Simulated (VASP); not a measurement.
Set up this calculation in VASP 6.6.1, as the native input.

* Task: single point
* Functional: PBE
* Dispersion: D3(BJ)
* Potentials or basis: VASP PAW PBE potentials, release 64 (H, Si, F)
* Cutoff: 520 eV
* k mesh: 1 × 1 × 1
* Occupations: fermi-dirac, width 0.05 eV
* Spin: no spin polarisation
* Dipole correction: no
* Further INCAR settings: LREAL = Auto; ALGO = Normal; EDIFF = 1e-07; NBANDS = 72

The structure of Si10H4F lies in POSCAR:

```
Si10H4F
1.0
    7.6791800000      0.0000000000      0.0000000000
    0.0000000000      7.6791800000      0.0000000000
    0.0000000000      0.0000000000     21.2555000000
H Si F
8 20 2
Direct
    0.4093926695      0.0000000000      0.0470466468
    0.0906086327      0.0000000000      0.0470466468
    0.9093939718      0.0000000000      0.0470466468
    0.5906099349      0.0000000000      0.0470466468
    0.4093926695      0.5000013022      0.0470466468
    0.0906086327      0.5000013022      0.0470466468
    0.9093939718      0.5000013022      0.0470466468
    0.5906099349      0.5000013022      0.0470466468
    0.2500006511      0.0000000000      0.0877655195
    0.7500019533      0.0000000000      0.0877655195
    0.2500006511      0.5000013022      0.0877655195
    0.7500019533      0.5000013022      0.0877655195
    0.2500136733      0.2513810068      0.1515278399
    0.7499498644      0.2518758513      0.1516501611
    0.2500787845      0.7503405312      0.1535555503
    0.7499368422      0.7500019533      0.1535414363
    0.0008985334      0.2477087397      0.2111312366
    0.4989074354      0.2478780286      0.2111124180
    0.0000260444      0.7598727989      0.2202065348
    0.4999492133      0.7598988434      0.2202253534
    0.0008594668      0.0159392018      0.2841146997
    0.4991548577      0.0159912907      0.2840817671
   -0.0016147557      0.4992199688      0.2779798170
    0.5013165468      0.4990767243      0.2779280657
    0.2505345623      0.0862722322      0.3293359366
    0.7496633755      0.0899705437      0.3288984028
    0.2495969622      0.3870856003      0.3252193550
    0.7491294643      0.3836998221      0.3212297993
    0.2048265570      0.4171018260      0.4223518619
    0.4622368534      0.3114004360      0.4291312837
```

These files were run (other wordings do the same):

INCAR

```
SYSTEM = Si10H4F
PREC = Accurate ; ENCUT = 520
EDIFF = 1E-7 ; ISMEAR = -1
SIGMA = 0.05 ; LREAL = Auto
LASPH = .True. ; NELM = 100
ALGO = Normal ; ISIF = 2
LWAVE = .False. ; LCHARG = .False.
GGA = PE ; IVDW = 12
NBANDS = 72
```

KPOINTS

```
regular mesh
0
Gamma
  1 1 1
  0 0 0
```

Potentials or basis: VASP PAW PBE potentials, release 64 (H, Si, F).

Command:

```console
$ cat potpaw_PBE.64/H/POTCAR potpaw_PBE.64/Si/POTCAR potpaw_PBE.64/F/POTCAR > POTCAR
$ mpirun -np 1 vasp_gam > vasp.out
```

Results of the run:

```
Largest force              : 3.912 eV/Å
Band gap on the k mesh     : 0.17 eV
Dispersion energy per atom : -0.173 eV
```

Caveat: the k points lie up to 0.82 Å⁻¹ apart.

Wall time 4.3 min on 1 thread of AMD EPYC 7R13 Processor (Zen 3) (shared host), peak memory 0.98 GiB.
